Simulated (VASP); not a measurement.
Here is a VASP 6.6.1 calculation.

Contents of INCAR:

```
PREC = Accurate
ENCUT = 520
EDIFF = 1E-6
ISMEAR = 0
SIGMA = 0.02
LREAL = False
LASPH = True
NELM = 80
ALGO = Normal
ISIF = 2
LWAVE = False
LCHARG = False
NBANDS = 35
```

KPOINTS

```
regular mesh
0
Gamma
  6 6 8
```

Contents of POSCAR:

```
SnO2
1.0
    4.8383119962      0.0000000000      0.0000000000
    0.0000000000      4.8387597951      0.0000000000
    0.0000000000      0.0000000000      3.2215344381
Sn O
2 4
Direct
    0.5000000000      0.5000000000      0.5000000000
    0.0000000000      0.0000000000      0.0000000000
    0.3073229934      0.3074689794      0.0000000000
    0.8073229934      0.1925310206      0.5000000000
    0.1926770066      0.8074689794      0.5000000000
    0.6926770066      0.6925310206      0.0000000000
```

Potentials or basis: VASP PAW LDA potentials, release 64 (Sn_d, O).

Command:

```bash
$ cat potpaw_LDA.64/Sn_d/POTCAR potpaw_LDA.64/O/POTCAR > POTCAR
$ mpirun -np 1 vasp_std > vasp.out
```

(1) What does it give for the largest force?

(2) What does it give for the band gap on the k mesh?

(3) Estimate the pressure.

Results:

(1) 0.027 eV/Å.

(2) 0.62 eV.

(3) -9.3 GPa.

Caveat: the cell stands under tension; spin-orbit coupling is left out, which moves the levels of the heavy elements.
